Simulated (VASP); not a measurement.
Write the native input for VASP 6.6.1 that does the following.

```
Task                   : single point
Functional             : PBE
Potentials or basis    : VASP PAW PBE potentials, release 64 (In_d, Se)
Cutoff                 : 520 eV
k mesh                 : 6 × 6 × 2
Occupations            : gaussian, width 0.1 eV
Spin                   : no spin polarisation
Dipole correction      : no
Further INCAR settings : ALGO = Normal; EDIFF = 1e-07; NBANDS = 34
```

The structure of InSe2 lies in POSCAR:

```
InSe2
1.0
    3.8948930000      0.0000000000      0.0000000000
    0.0000000000      3.8948930000      0.0000000000
    0.0000000000      0.0000000000      9.6262310000
In Se
2 4
Direct
    0.0000000000      0.5000000000      0.7064680000
    0.5000000000      0.0000000000      0.2935320000
    0.0000000000      0.5000000000      0.3662120000
    0.5000000000      0.0000000000      0.6337880000
    0.0000000000      0.0000000000      0.0000000000
    0.5000000000      0.5000000000      0.0000000000
```

The input as run:

INCAR

```
PREC = Accurate ; ENCUT = 520
EDIFF = 1E-7 ; ISMEAR = 0
SIGMA = 0.1 ; LREAL = F
LASPH = T ; NELM = 60
ALGO = Normal ; ISIF = 2
LWAVE = F ; LCHARG = T
GGA = PE ; LELF = T
LVHAR = T ; NBANDS = 34
```

KPOINTS

```
Automatic mesh
0
Gamma
  6 6 2
```

Potentials or basis: VASP PAW PBE potentials, release 64 (In_d, Se).

The run is started by

```bash
$ cat potpaw_PBE.64/In_d/POTCAR potpaw_PBE.64/Se/POTCAR > POTCAR
$ mpirun -np 1 vasp_std > vasp.out
```

It gave:

```json
{"Pressure": "-0.2 GPa", "Largest force": "0.066 eV/Å", "Band gap on the k mesh": "zero (band 25 reaches 5.56 eV, above the bottom of band 26 at 3.63 eV)"}
```

Caveat: spin-orbit coupling is left out, which moves the levels of the heavy elements.

It took 2 min on 1 thread of Intel Xeon 6975P-C, with other jobs on the host, peak memory 0.28 GiB.
